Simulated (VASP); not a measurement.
# VGe3 (P6/mmm) in VASP: further runs

VGe3 is run at these levels: PBE; tasks: single point, relaxation of cell and atoms.

All numbers are computed with VASP 6.6.1; they aren't measurements. Logs are shortened: lines on timing, memory, paths and dates and some standing lists are left out, and cuts for length are marked.

## Step 1: The cell of the first run

It takes space group P6/mmm (No. 191, hexagonal). The conventional cell has a = 4.572 Å, b = 4.572 Å, c = 4.780 Å, α = 90.00°, β = 90.00°, γ = 120.00°. V (site symmetry 6/mmm) has 8 Ge at 2.39 to 2.64 Å within 3.2 Å. Within 3.2 Å of Ge (site symmetry 6/mmm) lie 2 V at 2.39 Å. Ge (site symmetry -6m2) has 3 Ge at 2.64 Å and 3 V at 2.64 Å within 3.5 Å.

## Step 2: Single point, PBE

INCAR

```
SYSTEM = VGe3
PREC = Accurate ; ENCUT = 500
EDIFF = 1E-6 ; ISMEAR = 0
SIGMA = 0.1 ; LREAL = .False.
LASPH = .True. ; NELM = 120
ALGO = Normal ; ISIF = 2
LWAVE = .False. ; LCHARG = .False.
GGA = PE ; NBANDS = 36
GGA_COMPAT = .False.
```

KPOINTS

```
regular mesh
0
Gamma
  6 6 4
  0 0 0
```

POSCAR

```
VGe3
1.0
    4.5721169580      0.0000000000      0.0000000000
   -2.2860584790      3.9595694347      0.0000000000
    0.0000000000      0.0000000000      4.7803407012
V Ge
1 3
Direct
    0.0000000000      0.0000000000      0.0000000000
    0.0000000000      0.0000000000      0.5000000000
    0.3333333333      0.6666666667      0.0000000000
    0.6666666667      0.3333333333      0.0000000000
```

Potentials or basis: VASP PAW PBE potentials, release 64 (V_sv, Ge_d).

Started as:

```bash
$ cat potpaw_PBE.64/V_sv/POTCAR potpaw_PBE.64/Ge_d/POTCAR > POTCAR
$ mpirun -np 1 vasp_std > vasp.out
```

OUTCAR:

```text
SYSTEM = VGe3
   PREC = Accurate
   ENCUT = 500
   EDIFF = 1E-6
   ISMEAR = 0
   LREAL = .False.
   LASPH = .True.
   NELM = 120
   ISIF = 2
   GGA = PE

 ion  position               nearest neighbor table
   1  0.000  0.000  0.000-   2 2.39   2 2.39   4 2.64   3 2.64   3 2.64   4 2.64   4 2.64   3 2.64

   2  0.000  0.000  0.500-   1 2.39   1 2.39
   3  0.333  0.667  0.000-   4 2.64   1 2.64   4 2.64   1 2.64   1 2.64   4 2.64
   4  0.667  0.333  0.000-   3 2.64   1 2.64   3 2.64   1 2.64   1 2.64   3 2.64

  LATTYP: Found a hexagonal cell.
 ALAT       =     4.5721169580
 C/A-ratio  =     1.0455420859

  Lattice vectors:

 A1 = (   4.5721169580,   0.0000000000,   0.0000000000)
 A2 = (  -2.2860584790,   3.9595694347,   0.0000000000)
 A3 = (   0.0000000000,   0.0000000000,   4.7803407012)

Analysis of symmetry for initial positions (statically):
=====================================================================
 Subroutine PRICEL returns:
 Original cell was already a primitive cell.

 Routine SETGRP: Setting up the symmetry group for a
 hexagonal supercell.

 Subroutine GETGRP returns: Found 24 space group operations
 (whereof 24 operations were pure point group operations)
 out of a pool of 24 trial point group operations.

The static configuration has the point symmetry D_6h.

Analysis of symmetry for dynamics (positions and initial velocities):
=====================================================================
 Subroutine PRICEL returns:
 Original cell was already a primitive cell.

 Routine SETGRP: Setting up the symmetry group for a
 hexagonal supercell.

 Subroutine GETGRP returns: Found 24 space group operations
 (whereof 24 operations were pure point group operations)
 out of a pool of 24 trial point group operations.

The dynamic configuration has the point symmetry D_6h.

 Subroutine INISYM returns: Found 24 space group operations
 (whereof 24 operations are pure point group operations),
 and found     1 'primitive' translations

----------------------------------------------------------------------------------------

                                     Primitive cell

  volume of cell :      86.5414

  direct lattice vectors                    reciprocal lattice vectors
     4.572116958  0.000000000  0.000000000     0.218717065  0.126276356  0.000000000
    -2.286058479  3.959569435  0.000000000     0.000000000  0.252552712  0.000000000
     0.000000000  0.000000000  4.780340701     0.000000000  0.000000000  0.209190111

  length of vectors
     4.572116958  4.572116958  4.780340701     0.252552712  0.252552712  0.209190111

  position of ions in fractional coordinates (direct lattice)
     0.000000000  0.000000000  0.000000000
     0.000000000  0.000000000  0.500000000
     0.333333333  0.666666667  0.000000000
     0.666666667  0.333333333  0.000000000

  ion indices of the primitive-cell ions
   primitive index   ion index
                 1           1
                 2           2
                 3           3
                 4           4

----------------------------------------------------------------------------------------

 KPOINTS: regular mesh

Automatic generation of k-mesh.
 Grid dimensions read from file:
 generate k-points for:    6    6    4

 Generating k-lattice:

  Cartesian coordinates                     Fractional coordinates (reciprocal lattice)
     0.036452844  0.021046059  0.000000000     0.166666667  0.000000000  0.000000000
     0.000000000  0.042092119  0.000000000     0.000000000  0.166666667  0.000000000
     0.000000000  0.000000000  0.052297528     0.000000000  0.000000000  0.250000000

  Length of vectors
     0.042092119  0.042092119  0.052297528

  Shift w.r.t. Gamma in fractional coordinates (k-lattice)
     0.000000000  0.000000000  0.000000000

 Subroutine IBZKPT returns following result:
 ===========================================

 Found     21 irreducible k-points:

 Following reciprocal coordinates:
            Coordinates               Weight
  0.000000  0.000000  0.000000      1.000000
  0.166667  0.000000  0.000000      6.000000
  0.333333  0.000000  0.000000      6.000000
  0.500000  0.000000  0.000000      3.000000
  0.166667  0.166667  0.000000      6.000000
  0.333333  0.166667  0.000000     12.000000
[... 13 lines left out ...]
  0.333333  0.166667  0.500000     12.000000
  0.333333  0.333333  0.500000      2.000000
   k-points           NKPTS =     21   k-points in BZ     NKDIM =     21   number of bands    NBANDS=     36
   number of dos      NEDOS =    301   number of ions     NIONS =      4
   total plane-waves  NPLWV =  46656
   dimension x,y,z NGX =    36 NGY =   36 NGZ =   36
   dimension x,y,z NGXF=    72 NGYF=   72 NGZF=   72
   ions per type =               1   3
   NGX,Y,Z   is equivalent  to a cutoff of  13.09, 13.09, 12.52 a.u.
   NGXF,Y,Z  is equivalent  to a cutoff of  26.18, 26.18, 25.04 a.u.
 SYSTEM =  VGe3
[... 41 lines left out ...]
 Gauss-broadening in eV      SIGMA  =   0.10
  energy-cutoff  :      500.00
  volume of cell :       86.54
 maximum number of plane-waves:      2214
 NGX is ok and might be reduce to    36
   NGX = 17   NGY = 17   NGZ = 17

 number of electron      55.0000007 magnetization

 Free energy of the ion-electron system (eV)
  ---------------------------------------------------
  ext. energy  EPLUGINS =         0.00000000
  ---------------------------------------------------
  free energy    TOTEN  =       -21.03744832 eV

  energy without entropy =      -21.01799319  energy(sigma->0) =      -21.02772075

 E-fermi :   4.9960     XC(G=0): -10.1988

 val. band max:        4.9947948071   @ k =   0.1667   0.1667   0.5000
 cond. band min:       5.0440891287   @ k =   0.5000   0.0000   0.0000
 fundamental gap:      0.0492943216
 Fermi energy:         4.9959782751

 k-point     1 :       0.0000    0.0000    0.0000
  band No.  band energies     occupation
      1     -58.7470      2.00000
      2     -32.7509      2.00000
      3     -32.5844      2.00000
      4     -32.5844      2.00000
      5     -19.6269      2.00000
      6     -19.5519      2.00000
[... 28 lines left out ...]
     35       9.1475      0.00000
     36       9.2416      0.00000

 k-point     2 :       0.1667    0.0000    0.0000
  band No.  band energies     occupation
      1     -58.7470      2.00000
      2     -32.7509      2.00000
      3     -32.5851      2.00000
      4     -32.5844      2.00000
      5     -19.6222      2.00000
      6     -19.5538      2.00000
[... 28 lines left out ...]
     35       9.3451      0.00000
     36       9.9018      0.00000

 k-point     3 :       0.3333    0.0000    0.0000
  band No.  band energies     occupation
      1     -58.7469      2.00000
      2     -32.7509      2.00000
      3     -32.5864      2.00000
      4     -32.5845      2.00000
      5     -19.6107      2.00000
      6     -19.5666      2.00000
[... 28 lines left out ...]
     35       9.5545      0.00000
     36      11.4285      0.00000

 k-point     4 :       0.5000    0.0000    0.0000
  band No.  band energies     occupation
      1     -58.7469      2.00000
      2     -32.7509      2.00000
      3     -32.5871      2.00000
      4     -32.5845      2.00000
      5     -19.5986      2.00000
      6     -19.5875      2.00000
[... 28 lines left out ...]
     35      10.4522      0.00000
     36      11.3471      0.00000

 k-point     5 :       0.1667    0.1667    0.0000
  band No.  band energies     occupation
      1     -58.7469      2.00000
      2     -32.7509      2.00000
      3     -32.5859      2.00000
      4     -32.5846      2.00000
      5     -19.6143      2.00000
      6     -19.5567      2.00000
[... 538 lines left out ...]
 k-point    19 :       0.1667    0.1667    0.5000
  band No.  band energies     occupation
      1     -58.7467      2.00000
      2     -32.7592      2.00000
      3     -32.5861      2.00000
      4     -32.5848      2.00000
      5     -19.6138      2.00000
      6     -19.5568      2.00000
[... 28 lines left out ...]
     35      10.8617      0.00000
     36      12.1240      0.00000

 k-point    20 :       0.3333    0.1667    0.5000
  band No.  band energies     occupation
      1     -58.7467      2.00000
      2     -32.7592      2.00000
      3     -32.5869      2.00000
      4     -32.5852      2.00000
      5     -19.6015      2.00000
      6     -19.5801      2.00000
[... 28 lines left out ...]
     35      11.6681      0.00000
     36      12.7819      0.00000

 k-point    21 :       0.3333    0.3333    0.5000
  band No.  band energies     occupation
      1     -58.7467      2.00000
      2     -32.7591      2.00000
      3     -32.5862      2.00000
      4     -32.5862      2.00000
      5     -19.5907      2.00000
      6     -19.5907      2.00000
[... 28 lines left out ...]
     35       9.3543      0.00000
     36      12.1885      0.00000

------------------------ aborting loop because EDIFF is reached ----------------------------------------

  FORCE on cell =-STRESS in cart. coord.  units (eV):
  Direction    XX          YY          ZZ          XY          YZ          ZX
  --------------------------------------------------------------------------------------
  -------------------------------------------------------------------------------------
  Total        0.0470121      0.0470121      0.0890239      0.0000000     -0.0000000     -0.0000000
  in kB        0.8703544      0.8703544      1.6481357      0.0000000     -0.0000000     -0.0000000
  external PRESSURE =       1.1296148 kB  Pullay stress =       0.0000000 kB

 VOLUME and BASIS-vectors are now :
 -----------------------------------------------------------------------------
  energy-cutoff  :      500.00
  volume of cell :       86.54
      direct lattice vectors                 reciprocal lattice vectors
     4.572116958  0.000000000  0.000000000     0.218717065  0.126276356  0.000000000
    -2.286058479  3.959569435  0.000000000     0.000000000  0.252552712  0.000000000
     0.000000000  0.000000000  4.780340701     0.000000000  0.000000000  0.209190111

 POSITION                                       TOTAL-FORCE (eV/Angst)
 -----------------------------------------------------------------------------------
      0.00000      0.00000      0.00000        -0.000000      0.000000      0.000000
      0.00000      0.00000      2.39017        -0.000000      0.000000      0.000000
     -0.00000      2.63971      0.00000         0.000000      0.000000      0.000000
      2.28606      1.31986      0.00000        -0.000000     -0.000000     -0.000000
 -----------------------------------------------------------------------------------
    total drift:                                0.000000      0.000000      0.000000

  FREE ENERGIE OF THE ION-ELECTRON SYSTEM (eV)
  ---------------------------------------------------
  free  energy   TOTEN  =       -21.0374483157 eV

  energy  without entropy=      -21.0179931943  energy(sigma->0) =      -21.02772075
```

Wall time 23 s (1 thread of Intel Xeon 6975P-C (Granite Rapids), shared host); peak memory 0.22 GiB.

What came out:

* Free energy: -21.0374 eV
* Pressure: 0.1 GPa

## Step 3: Relaxation of cell and atoms, PBE

This run uses another cell than the first one, of 13.88 Å³/atom, 0.641 times its volume.

INCAR

```
SYSTEM = VGe3
ALGO = Normal
EDIFF = 1E-7
EDIFFG = -0.04
ENCUT = 500
GGA = PE
GGA_COMPAT = .FALSE.
IBRION = 2
ISIF = 3
ISMEAR = 0
LASPH = .TRUE.
LCHARG = .FALSE.
LREAL = .FALSE.
LWAVE = .FALSE.
NELM = 120
NELMIN = 4
NSW = 90
PREC = Accurate
SIGMA = 0.1
```

KPOINTS

```
k-points
0
G
  6 6 4
  0 0 0
```

POSCAR

```
VGe3
1.0
    3.9305895658      0.0000000000      0.0000000000
   -1.9652947829      3.4039904159      0.0000000000
    0.0000000000      0.0000000000      4.1483294053
V Ge
1 3
Direct
    0.0000000000      0.0000000000      0.0000000000
    0.0000000000      0.0000000000      0.5000000000
    0.3333333333      0.6666666667      0.0000000000
    0.6666666667      0.3333333333      0.0000000000
```

Potentials or basis: VASP PAW PBE potentials, release 64 (V_sv, Ge_d).

Started as:

```bash
$ cat potpaw_PBE.64/V_sv/POTCAR potpaw_PBE.64/Ge_d/POTCAR > POTCAR
$ mpirun -np 1 vasp_std > vasp.out
```

Wall time 1.9 min (1 thread of Intel Xeon 6975P-C (Granite Rapids), shared host); peak memory 0.18 GiB.

The run converged. Its results:

* Free energy: -20.9386 eV
* Relaxed volume: 21.55 Å³/atom
* Relaxed cell: a = 4.563 Å, b = 4.563 Å, c = 4.781 Å, α = 90.00°, β = 90.00°, γ = 120.00°
* Space group after relaxing (to 0.05 Å): P6/mmm (No. 191)
* Energy gained by relaxing: 1327.7 meV/atom
* Ionic steps: 6
* Pressure after relaxing: 0.0 GPa

Stress tensor (GPa, compression positive):
```
 0.13  0.00  0.00
 0.00  0.13  0.00
 0.00  0.00 -0.25
```

Step by step:
| step | energy change (eV) | largest force (eV/Å) | pressure (GPa) | volume (Å³) |
| --- | --- | --- | --- | --- |
| 1 | 0.0000 | 0.0000 | 79.41 | 55.50 |
| 2 | -2.7603 | 0.0000 | -14.49 | 131.07 |
| 3 | -5.2981 | 0.0000 | -1.60 | 88.41 |
| 4 | -5.3070 | 0.0000 | -0.75 | 87.21 |
| 5 | -5.3094 | 0.0000 | 0.08 | 86.14 |
| 6 | -5.3109 | 0.0000 | 0.00 | 86.20 |

Final structure:
```
V Ge
1.0
     4.56289    0.00000    0.00000
    -2.28145    3.95158    0.00000
     0.00000    0.00000    4.78101
V Ge
1 3
Direct
  0.00000 0.00000 0.00000
  0.00000 0.00000 0.50000
  0.33333 0.66667 0.00000
  0.66667 0.33333 0.00000
```

Levels at points of the mesh, in eV from the Fermi level:
| k point | band 24 | band 25 | band 26 | band 27 | band 28 | band 29 | band 30 | band 31 |
| --- | --- | --- | --- | --- | --- | --- | --- | --- |
| (0.00, 0.00, 0.00) | -3.40 | -3.03 | -0.31 | -0.31 | 0.32 | 0.32 | 1.99 | 3.23 |
| (0.50, 0.00, 0.00) | -1.74 | -1.65 | -0.85 | -0.20 | 0.04 | 0.18 | 1.93 | 2.05 |
| (0.00, 0.00, 0.50) | -3.32 | -2.24 | -0.87 | -0.87 | -0.66 | 1.29 | 1.29 | 3.17 |
| (0.50, 0.00, 0.50) | -3.09 | -2.96 | -1.26 | -1.25 | -0.18 | 0.45 | 1.85 | 2.21 |

Caveat: the k points lie up to 0.33 Å⁻¹ apart in the final cell; the volume moved by over 15 % at a fixed basis, so the end points are rough.

## Step 4: Single point, PBE, collinear spin, ferromagnetic start

This run uses another cell than the first one, of 13.88 Å³/atom, 0.641 times its volume.

INCAR

```
SYSTEM = VGe3
ALGO = Normal
EDIFF = 1E-6
ENCUT = 500
GGA = PE
GGA_COMPAT = .FALSE.
ISIF = 2
ISMEAR = 0
ISPIN = 2
LASPH = .TRUE.
LCHARG = .FALSE.
LMAXMIX = 4
LORBIT = 11
LREAL = .FALSE.
LWAVE = .FALSE.
MAGMOM = 2 0 0 0
NBANDS = 40
NELM = 200
PREC = Accurate
SIGMA = 0.1
```

KPOINTS is that of step 3.

POSCAR is that of step 3.

Started as:

```bash
$ cat potpaw_PBE.64/V_sv/POTCAR potpaw_PBE.64/Ge_d/POTCAR > POTCAR
$ mpirun -np 1 vasp_std > vasp.out
```

Run time: 50 s. Hardware: 1 thread of Intel Xeon 6975P-C (Granite Rapids), shared host; peak memory 0.22 GiB.

It converged, with:

```
Free energy                                           : -15.6277 eV
Pressure                                              : 79.4 GPa
Net moment                                            : -0.02 μB per cell
Valence electrons inside the program's atomic spheres : V 12.86; Ge 12.67, 12.87
```

Stress tensor (GPa, compression positive):
```
82.40  0.00  0.00
 0.00 82.40  0.00
 0.00  0.00 73.43
```

Levels at points of the mesh, in eV from the Fermi level:
Spin up:
```
           k point  band 24  band 25  band 26  band 27  band 28  band 29  band 30  band 31
(0.00, 0.00, 0.00)    -4.74    -1.79    -0.35    -0.35     0.04     0.04     3.16     5.47
(0.50, 0.00, 0.00)    -3.51    -1.94    -1.10    -0.64    -0.52    -0.26     2.49     3.60
(0.00, 0.00, 0.50)    -2.87    -1.87    -1.87    -1.31     0.21     2.35     2.35     3.78
(0.50, 0.00, 0.50)    -4.24    -3.28    -2.57    -1.70    -0.60    -0.06     2.56     4.46
```
Spin down:
| k point | band 23 | band 24 | band 25 | band 26 | band 27 | band 28 | band 29 | band 30 | band 31 | band 32 |
| --- | --- | --- | --- | --- | --- | --- | --- | --- | --- | --- |
| (0.00, 0.00, 0.00) | -5.49 | -4.74 | -1.79 | -0.35 | -0.35 | 0.02 | 0.02 | 3.16 | 5.46 | 5.46 |
| (0.50, 0.00, 0.00) | -4.98 | -3.52 | -1.95 | -1.11 | -0.65 | -0.52 | -0.28 | 2.49 | 3.60 | 3.67 |
| (0.00, 0.00, 0.50) | -5.36 | -2.88 | -1.89 | -1.89 | -1.31 | 0.20 | 2.34 | 2.34 | 3.78 | 5.36 |
| (0.50, 0.00, 0.50) | -6.53 | -4.25 | -3.29 | -2.58 | -1.71 | -0.61 | -0.06 | 2.55 | 4.45 | 4.70 |

Caveat: the k points lie up to 0.38 Å⁻¹ apart.

## Step 5: Single point, PBE

INCAR

```
SYSTEM = VGe3
PREC = Accurate
ENCUT = 500
EDIFF = 1E-6
ISMEAR = 0
SIGMA = 0.1
LREAL = .False.
LASPH = .True.
NELM = 120
ALGO = Normal
ISIF = 2
LWAVE = .False.
LCHARG = .False.
GGA = PE
NBANDS = 36
GGA_COMPAT = .False.
```

KPOINTS

```
Automatic mesh
0
Gamma
  12 12 10
  0 0 0
```

POSCAR

```
VGe3
1.0
    4.5731840785      0.0000000000      0.0000000000
   -2.2865920392      3.9604935881      0.0000000000
    0.0000000000      0.0000000000      4.7846120405
V Ge
1 3
Direct
    0.0000000000      0.0000000000      0.0000000000
    0.0000000000      0.0000000000      0.5000000000
    0.3333333333      0.6666666667      0.0000000000
    0.6666666667      0.3333333333      0.0000000000
```

Started as:

```bash
$ cat potpaw_PBE.64/V_sv/POTCAR potpaw_PBE.64/Ge_d/POTCAR > POTCAR
$ mpirun -np 1 vasp_std > vasp.out
```

Wall time 1.9 min (1 thread of Intel Xeon 6975P-C (Granite Rapids), shared host); peak memory 0.39 GiB.

It converged, with:

- Free energy: -21.0391 eV
- Pressure: 0.0 GPa

Levels at points of the mesh, in eV from the Fermi level:
```
           k point  band 24  band 25  band 26  band 27  band 28  band 29  band 30  band 31
(0.00, 0.00, 0.00)    -3.34    -2.95    -0.26    -0.26     0.37     0.37     2.04     3.27
(0.50, 0.00, 0.00)    -1.68    -1.60    -0.79    -0.16     0.10     0.23     1.98     2.07
(0.00, 0.00, 0.50)    -3.26    -2.18    -0.82    -0.82    -0.61     1.32     1.32     3.20
(0.50, 0.00, 0.50)    -3.04    -2.90    -1.21    -1.19    -0.14     0.50     1.89     2.22
```

## Step 6: Overview

| task | spin | cell | k mesh | gap on the mesh (eV) | pressure (GPa) |
| --- | --- | --- | --- | --- | --- |
| single point | off | a = 4.572, b = 4.572, c = 4.780 Å, angles 90.0, 90.0, 120.0°, 4 atoms | 6 × 6 × 4 | none | 0.1 |
| relaxation of cell and atoms | off | relaxed from a = 3.931, b = 3.931, c = 4.148 Å, angles 90.0, 90.0, 120.0°, 4 atoms | 6 × 6 × 4 | none | 0.0 |
| single point | collinear, ferromagnetic start | a = 3.931, b = 3.931, c = 4.148 Å, angles 90.0, 90.0, 120.0°, 4 atoms | 6 × 6 × 4 | none | 79.4 |
| single point | off | a = 4.573, b = 4.573, c = 4.785 Å, angles 90.0, 90.0, 120.0°, 4 atoms | 12 × 12 × 10 | none | 0.0 |

Alike in all rows: level PBE; potentials or basis VASP PAW PBE potentials, release 64 (V_sv, Ge_d); cutoff (eV) 500; smearing gaussian 0.1 eV.

Caveats: some runs use coarse meshes; the volume moved by over 15 % at a fixed basis, so the end points are rough (some runs).

Absolute energies hang on the potentials; compare differences alone.
